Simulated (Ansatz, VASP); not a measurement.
## Al2Pt in VASP and in Ansatz

```
CELL_PARAMETERS angstrom
3.47131 0.00000 0.00000
-1.73565 3.00624 0.00000
0.00000 0.00000 5.67478
ATOMIC_POSITIONS crystal
Al 0.00000 0.00000 0.26881
Al 0.00000 0.00000 0.73119
Pt 0.33333 0.66667 0.00000
```

Alike in both runs: functional PBE; k mesh 7 × 7 × 3; occupations gaussian, width 0.2 eV; no spin polarisation.

Ansatz relaxed the structure, and its values are those at the end. VASP's run is a single point on that final structure, the one shown.

|  | VASP | Ansatz |
| --- | --- | --- |
| version | VASP 6.6.1 | Ansatz 0.2.0 |
| potentials or method | VASP PAW PBE potentials, release 64 (Al, Pt), cutoff 500 eV | scalar-relativistic, plane waves, PAW |
| valence electrons in the cell | 16 | 24 |

Ansatz gave:

- gap on the k mesh at the Fermi level (eV): none
- pressure (GPa): 0.2
- rms of the force components (eV/Å): 0.015

Task: Estimate VASP's values.

Result: gap on the k mesh at the Fermi level (eV): none; pressure (GPa): 0.1; rms of the force components (eV/Å): 0.013.

A gap of «none» marks a metal or a gap that the smearing closes. VASP's potentials hold 16 valence electrons a cell and Ansatz's 24, so a difference there can come from the potentials and not from the codes.

The k mesh is coarse, so the values compare programs but aren't converged. Spin-orbit coupling is off throughout.
